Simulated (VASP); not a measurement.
# PbS in VASP: single point with PBE

Aim: the single point of PbS with PBE.

Everything below comes from runs of VASP 6.6.1. Logs are shortened: lines on timing, memory, paths and dates and some standing lists are left out, and cuts for length are marked.

## Step 1: The cell of the first run

The cell holds a slab with vacuum, 4 atoms: a = 4.220 Å, b = 4.220 Å, c = 22.306 Å, α = 93.81°, β = 93.81°, γ = 90.05°.

## Step 2: Single point, PBE (atoms moved at random)

The input, INCAR:

```
ALGO = Normal
EDIFF = 1E-6
ENCUT = 520
GGA = PE
ISIF = 2
ISMEAR = -1
LASPH = T
LCHARG = F
LREAL = F
LWAVE = F
NBANDS = 28
NELM = 60
PREC = Accurate
SIGMA = 0.05
```

The input, KPOINTS:

```
k-points
0
Gamma
  6 6 2
```

The input, POSCAR:

```
PbS
1.0
    2.9828237909     -2.9853071100      0.0000000000
    2.9828237909      2.9853071100      0.0000000000
   -2.0983282922      0.0000000000     22.2066715542
Pb S
2 2
Direct
    0.2802470000      0.2793380000      0.0641210000
    0.7251650000      0.7271660000      0.9369410000
    0.7785580000      0.7594420000      0.0542840000
    0.2580530000      0.2117030000      0.9467280000
```

Potentials or basis: VASP PAW PBE potentials, release 64 (Pb_d, S).

Started as:

```console
cat potpaw_PBE.64/Pb_d/POTCAR potpaw_PBE.64/S/POTCAR > POTCAR
mpirun -np 1 vasp_std > vasp.out
```

OUTCAR:

```text
EDIFF = 1E-6
   ENCUT = 520
   GGA = PE
   ISIF = 2
   ISMEAR = -1
   LASPH = T
   LREAL = F
   NELM = 60
   PREC = Accurate

 ion  position               nearest neighbor table
   1  0.280  0.279  0.064-   4 2.61   3 2.94   3 2.95   3 3.03   3 3.05   2 4.07   2 4.10   2 4.12

   2  0.725  0.727  0.937-   3 2.61   4 2.85   4 2.96   4 3.03   4 3.14   1 4.07   1 4.10   1 4.12

   3  0.779  0.759  0.054-   2 2.61   1 2.94   1 2.95   1 3.03   1 3.05
   4  0.258  0.212  0.947-   1 2.61   2 2.85   2 2.96   2 3.03   2 3.14

  LATTYP: Found a base centered monoclinic cell.
 ALAT       =     5.9656475818
 B/A-ratio  =     1.0008325397
 C/A-ratio  =     3.7390052639
 COS(beta)  =    -0.0940718675

  Lattice vectors:

 A1 = (   2.9828237909,  -2.9853071100,   0.0000000000)
 A2 = (   2.9828237909,   2.9853071100,   0.0000000000)
 A3 = (  -2.0983282922,   0.0000000000,  22.2066715542)

Analysis of symmetry for initial positions (statically):
=====================================================================
 Subroutine PRICEL returns:
 Original cell was already a primitive cell.

 Routine SETGRP: Setting up the symmetry group for a
 base centered monoclinic supercell.

 Subroutine GETGRP returns: Found  1 space group operations
 (whereof  1 operations were pure point group operations)
 out of a pool of  4 trial point group operations.

The static configuration has the point symmetry C_1 .

Analysis of symmetry for dynamics (positions and initial velocities):
=====================================================================
 Subroutine PRICEL returns:
 Original cell was already a primitive cell.

 Routine SETGRP: Setting up the symmetry group for a
 base centered monoclinic supercell.

 Subroutine GETGRP returns: Found  1 space group operations
 (whereof  1 operations were pure point group operations)
 out of a pool of  4 trial point group operations.

The dynamic configuration has the point symmetry C_1 .

 Subroutine INISYM returns: Found  1 space group operations
 (whereof  1 operations are pure point group operations),
 and found     1 'primitive' translations

----------------------------------------------------------------------------------------

                                     Primitive cell

  volume of cell :     395.4851

  direct lattice vectors                    reciprocal lattice vectors
     2.982823791 -2.985307110  0.000000000     0.167626395 -0.167486956  0.015839168
     2.982823791  2.985307110  0.000000000     0.167626395  0.167486956  0.015839168
    -2.098328292  0.000000000 22.206671554     0.000000000  0.000000000  0.045031512

  length of vectors
     4.220106196  4.220106196 22.305587711     0.237489722  0.237489722  0.045031512

  position of ions in fractional coordinates (direct lattice)
     0.280247000  0.279338000  0.064121000
     0.725165000  0.727166000  0.936941000
     0.778558000  0.759442000  0.054284000
     0.258053000  0.211703000  0.946728000

  ion indices of the primitive-cell ions
   primitive index   ion index
                 1           1
                 2           2
                 3           3
                 4           4

----------------------------------------------------------------------------------------

 KPOINTS: k-points

Automatic generation of k-mesh.
 Grid dimensions read from file:
 generate k-points for:    6    6    2

 Generating k-lattice:

  Cartesian coordinates                     Fractional coordinates (reciprocal lattice)
     0.027937733 -0.027914493  0.002639861     0.166666667 -0.000000000  0.000000000
     0.027937733  0.027914493  0.002639861    -0.000000000  0.166666667  0.000000000
     0.000000000  0.000000000  0.022515756     0.000000000  0.000000000  0.500000000

  Length of vectors
     0.039581620  0.039581620  0.022515756

  Shift w.r.t. Gamma in fractional coordinates (k-lattice)
     0.000000000  0.000000000  0.000000000

 Subroutine IBZKPT returns following result:
 ===========================================

 Found     40 irreducible k-points:

 Following reciprocal coordinates:
            Coordinates               Weight
  0.000000  0.000000  0.000000      1.000000
  0.166667  0.000000  0.000000      2.000000
  0.000000 -0.166667 -0.000000      2.000000
  0.333333 -0.000000  0.000000      2.000000
  0.000000 -0.333333 -0.000000      2.000000
  0.500000  0.000000  0.000000      1.000000
[... 16 lines left out ...]
  0.000000 -0.166667  0.500000      2.000000
  0.333333 -0.000000  0.500000      2.000000
 [... further k-points ...]
   k-points           NKPTS =     40   k-points in BZ     NKDIM =     40   number of bands    NBANDS=     28
   number of dos      NEDOS =    301   number of ions     NIONS =      4
   total plane-waves  NPLWV = 172032
   dimension x,y,z NGX =    32 NGY =   32 NGZ =  168
   dimension x,y,z NGXF=    64 NGYF=   64 NGZF=  336
   ions per type =               2   2
   NGX,Y,Z   is equivalent  to a cutoff of  12.61, 12.61, 12.52 a.u.
   NGXF,Y,Z  is equivalent  to a cutoff of  25.21, 25.21, 25.04 a.u.
 SYSTEM =  unknown system
   PREC   = accura    normal or accurate (medium, high low for compatibility)
   ISTART =      0    job   : 0-new  1-cont  2-samecut
   ICHARG =      2    charge: 1-file 2-atom 10-const
   ISPIN  =      1    spin polarized calculation?
   LNONCOLLINEAR =      F non collinear calculations
   LSORBIT =      F    spin-orbit coupling
   LASPH  =      T    aspherical Exc in radial PAW
   ENCUT  =  520.0 eV  38.22 Ry    6.18 a.u.   7.85  7.85 41.47*2*pi/ulx,y,z
   NELM   =     60;   NELMIN=  2; NELMDL= -5     # of ELM steps
   EDIFF  = 0.1E-05   stopping-criterion for ELM
   LREAL  =      F    real-space projection
   EDIFFG = 0.1E-04   stopping-criterion for IOM
   NSW    =      0    number of steps for IOM
   IBRION =     -1    ionic relax: 0-MD 1-quasi-New 2-CG
   NFREE  =      0    steps in history (QN), initial steepest desc. (CG)
   ISIF   =      2    stress and relaxation
   ISYM   =      2    0-nonsym 1-usesym 2-fastsym
   POTIM  = 0.5000    time-step for ionic-motion
   TEBEG  =    0.0;   TEEND  =   0.0 temperature during run
   PSTRESS=    0.0 pullay stress
   NELECT =      40.0000    total number of electrons
   NUPDOWN=      -1.0000    fix difference up-down
   EMIN   =  10.00;   EMAX   =-10.00  energy-range for DOS
   EFERMI =   0.00;   METHOD = LEGACY
   ISMEAR =    -1;   SIGMA  =   0.05  broadening in eV -4-tet -1-fermi 0-gaus
   EFERMI_NEDOS =   21; number of points for ismear=-14 and -15
   IALGO  =     38    algorithm
   IMIX   =      4    mixing-type and parameters
     AMIX     =   0.40;   BMIX     =  1.00
     AMIX_MAG =   1.60;   BMIX_MAG =  1.00
  volume/ion in A,a.u.               =      98.87       667.22
  Fermi-wavevector in a.u.,A,eV,Ry     =   0.762755  1.441397  7.915795  0.581794
  Thomas-Fermi vector in A             =   1.862286
   LORBIT       =      0    0 simple, 1 ext, 2 COOP (PROOUT), +10 PAW based schemes
   GGA     = PE    functional components
   LHFCALC =     F    Hartree Fock is set to
   AEXX    =    0.0000 exact exchange contribution
   IVDW    =     0    specifies the selected vdW correction
   LEPSILON=     F    determine dielectric tensor
   LRPA    =     F    only Hartree local field effects (RPA)
 non-spin polarized calculation
  energy-cutoff  :      520.00
  volume of cell :      395.49
 maximum number of plane-waves:     10683
   NGX = 15   NGY = 15   NGZ = 83

 number of electron      39.9999999 magnetization

 Free energy of the ion-electron system (eV)
  ---------------------------------------------------
  ext. energy  EPLUGINS =         0.00000000
  ---------------------------------------------------
  free energy    TOTEN  =       -17.25443219 eV

  energy without entropy =      -17.25443219  energy(sigma->0) =      -17.25443219

 E-fermi :  -1.0642     XC(G=0):  -3.0512

 val. band max:       -2.1458002561   @ k =   0.3333  -0.0000   0.5000
 cond. band min:       0.0123607999   @ k =   0.0000   0.0000   0.5000
 fundamental gap:      2.1581610561
 Fermi energy:        -1.0641810834

 k-point     1 :       0.0000    0.0000    0.0000
  band No.  band energies     occupation
      1     -18.2564      2.00000
      2     -18.1442      2.00000
      3     -18.1179      2.00000
      4     -18.1147      2.00000
      5     -18.1043      2.00000
      6     -18.0848      2.00000
[... 20 lines left out ...]
     27       3.2625      0.00000
     28       3.7697      0.00000

 k-point     2 :       0.1667    0.0000    0.0000
  band No.  band energies     occupation
      1     -18.2407      2.00000
      2     -18.1361      2.00000
      3     -18.1192      2.00000
      4     -18.1116      2.00000
      5     -18.1089      2.00000
      6     -18.0951      2.00000
[... 20 lines left out ...]
     27       3.0366      0.00000
     28       3.6099      0.00000

 k-point     3 :       0.0000   -0.1667   -0.0000
  band No.  band energies     occupation
      1     -18.2407      2.00000
      2     -18.1358      2.00000
      3     -18.1197      2.00000
      4     -18.1118      2.00000
      5     -18.1087      2.00000
      6     -18.0940      2.00000
[... 20 lines left out ...]
     27       3.0426      0.00000
     28       3.6034      0.00000

 k-point     4 :       0.3333   -0.0000    0.0000
  band No.  band energies     occupation
      1     -18.2050      2.00000
      2     -18.1373      2.00000
      3     -18.1237      2.00000
      4     -18.1171      2.00000
      5     -18.1105      2.00000
      6     -18.0976      2.00000
[... 20 lines left out ...]
     27       3.3617      0.00000
     28       3.5841      0.00000

 k-point     5 :       0.0000   -0.3333   -0.0000
  band No.  band energies     occupation
      1     -18.2049      2.00000
      2     -18.1364      2.00000
      3     -18.1253      2.00000
      4     -18.1173      2.00000
      5     -18.1103      2.00000
      6     -18.0970      2.00000
[... 20 lines left out ...]
     27       3.3547      0.00000
     28       3.5987      0.00000

 k-point     6 :       0.5000    0.0000    0.0000
  band No.  band energies     occupation
      1     -18.1760      2.00000
      2     -18.1565      2.00000
      3     -18.1300      2.00000
      4     -18.1191      2.00000
      5     -18.1080      2.00000
      6     -18.0958      2.00000
[... 463 lines left out ...]
      5     -18.1043      2.00000
      6     -18.0848      2.00000
[... 20 lines left out ...]
     27       3.3243      0.00000
     28       3.3363      0.00000

 k-point    22 :       0.1667    0.0000    0.5000
  band No.  band energies     occupation
      1     -18.2407      2.00000
      2     -18.1361      2.00000
      3     -18.1192      2.00000
      4     -18.1116      2.00000
      5     -18.1089      2.00000
      6     -18.0951      2.00000
[... 20 lines left out ...]
     27       3.4440      0.00000
     28       3.5721      0.00000

 k-point    23 :       0.0000   -0.1667    0.5000
  band No.  band energies     occupation
      1     -18.2407      2.00000
      2     -18.1358      2.00000
      3     -18.1197      2.00000
      4     -18.1118      2.00000
      5     -18.1087      2.00000
      6     -18.0940      2.00000
[... 20 lines left out ...]
     27       3.4332      0.00000
     28       3.5808      0.00000

 k-point    24 :       0.3333   -0.0000    0.5000
  band No.  band energies     occupation
      1     -18.2050      2.00000
      2     -18.1373      2.00000
      3     -18.1237      2.00000
      4     -18.1171      2.00000
      5     -18.1105      2.00000
      6     -18.0976      2.00000
[... 20 lines left out ...]
     27       3.3763      0.00000
     28       3.4991      0.00000

 [... further k-points ...]

------------------------ aborting loop because EDIFF is reached ----------------------------------------

  FORCE on cell =-STRESS in cart. coord.  units (eV):
  Direction    XX          YY          ZZ          XY          YZ          ZX
  --------------------------------------------------------------------------------------
  -------------------------------------------------------------------------------------
  Total        0.7378694      0.9399621      2.2851337      0.0038353     -0.1871354      0.0206664
  in kB        2.9892348      3.8079465      9.2574660      0.0155373     -0.7581173      0.0837233
  external PRESSURE =       5.3515491 kB  Pullay stress =       0.0000000 kB

 VOLUME and BASIS-vectors are now :
 -----------------------------------------------------------------------------
  energy-cutoff  :      520.00
  volume of cell :      395.49
      direct lattice vectors                 reciprocal lattice vectors
     2.982823791 -2.985307110  0.000000000     0.167626395 -0.167486956  0.015839168
     2.982823791  2.985307110  0.000000000     0.167626395  0.167486956  0.015839168
    -2.098328292  0.000000000 22.206671554     0.000000000  0.000000000  0.045031512

 POSITION                                       TOTAL-FORCE (eV/Angst)
 -----------------------------------------------------------------------------------
      1.53460     -0.00271      1.42391        -0.034979      0.005884      0.409800
      2.36604      0.00597     20.80634         0.033878     -0.080686     -0.442147
      4.47368     -0.05707      1.20547         0.049932     -0.092151      0.487684
     -0.58535     -0.13837     21.02368        -0.048832      0.166953     -0.455337
 -----------------------------------------------------------------------------------
    total drift:                                0.000046     -0.000048      0.000022

  FREE ENERGIE OF THE ION-ELECTRON SYSTEM (eV)
  ---------------------------------------------------
  free  energy   TOTEN  =       -17.2544321933 eV

  energy  without entropy=      -17.2544321930  energy(sigma->0) =      -17.25443219
```

It took 16 min on 1 thread of Oxide Virtual Turin-like, shared host; peak memory 0.6 GiB.

Results:

| Item | Value |
| --- | --- |
| Free energy | -17.2544 eV |
| Largest force | 0.499 eV/Å |
| Band gap on the k mesh | 2.16 eV (least direct gap 2.17 eV) |

Forces on the atoms (eV/Å):
```
Pb  -0.035  0.006  0.410
Pb   0.034 -0.081 -0.442
S    0.050 -0.092  0.488
S   -0.049  0.167 -0.455
```

Caveat: the cell differs from its parent crystal (atoms moved at random); there is no dipole correction, which matters where the two faces differ; spin-orbit coupling is left out, which moves the levels of the heavy elements.
